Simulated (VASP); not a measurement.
The system is Mg.

```xyz
3
Lattice="4.1167 0.0000 0.0000 -2.0583 3.5651 0.0000 0.0000 0.0000 4.6705" Properties=species:S:1:pos:R:3 pbc="T T T"
Mg    0.9279    0.0000    1.5568
Mg   -0.4639    0.8036    3.1137
Mg    1.5944    2.7615    0.0000
```

- Program: VASP 6.6.1
- Task: relaxation of cell and atoms
- Functional: PBEsol
- Potentials or basis: VASP PAW PBE potentials, release 64 (Mg)
- Cutoff: 600 eV
- k mesh: 6 × 6 × 4
- Occupations: gaussian, width 0.1 eV
- Spin: no spin polarisation

At the start: pressure 15.2 GPa; volume 22.85 Å³/atom.

Problem. How do energy, volume and symmetry change on relaxing?

Solution. Over 24 steps the energy falls by 1347.7 meV/atom and the volume is 22.33 Å³/atom (-2.2 %); space group Im-3m (No. 229, to 0.05 Å).

Step by step:
| step | energy change (eV) | largest force (eV/Å) | pressure (GPa) | volume (Å³) |
| --- | --- | --- | --- | --- |
| 1 | 0.0000 | 4.7402 | 15.15 | 68.55 |
| 2 | -2.4625 | 0.8717 | -1.29 | 92.24 |
| 3 | -2.4991 | 0.5978 | -2.28 | 96.92 |
| 4 | -2.6332 | 0.5367 | -1.74 | 91.30 |
| 5 | -2.7903 | 0.2874 | 0.83 | 78.80 |
| 6 | -2.7903 | 0.2689 | 1.04 | 78.15 |
| 7 | -2.8227 | 0.1013 | 0.56 | 79.19 |
| 8 | -2.8353 | 0.0487 | 0.16 | 80.28 |
| 9 | -2.8363 | 0.0865 | 0.06 | 80.58 |
| 10 | -2.8783 | 0.0947 | -0.29 | 81.11 |
| 11 | -2.9927 | 0.1020 | -0.94 | 81.92 |
| 12 | -3.1992 | 0.1525 | -2.13 | 82.65 |
| 13 | -3.7923 | 0.1628 | -4.46 | 80.10 |
| 14 | 13.8887 | 0.0731 | 57.06 | 55.26 |
| 15 | -3.8057 | 0.1731 | -4.40 | 79.89 |
| 16 | -3.8275 | 0.1691 | -4.33 | 79.50 |
| 17 | -3.9272 | 0.1935 | -3.25 | 75.44 |
| 18 | -4.0147 | 0.2334 | -0.74 | 69.10 |
| 19 | -4.0192 | 0.2454 | 0.27 | 67.18 |
| 20 | -4.0193 | 0.2440 | 0.13 | 67.43 |
| 21 | -4.0252 | 0.2148 | 0.13 | 67.37 |
| 22 | -4.0380 | 0.1194 | 0.15 | 67.19 |
| 23 | -4.0390 | 0.1086 | 0.35 | 66.83 |
| 24 | -4.0430 | 0.0103 | 0.23 | 67.00 |

Final structure:
```yaml
crystal:
  lattice:
    - [4.99875, 0.00000, 0.00000]
    - [-2.49937, 4.32904, 0.00000]
    - [0.00000, 0.00000, 3.09636]
  atoms:
    - { symbol: Mg, position: [0.33380, 0.00000, 0.33333] }
    - { symbol: Mg, position: [0.00000, 0.33380, 0.66667] }
    - { symbol: Mg, position: [0.66620, 0.66620, 0.00000] }
```

Caveat: the PAW data sets were made with another functional, which shifts forces and pressure a little.
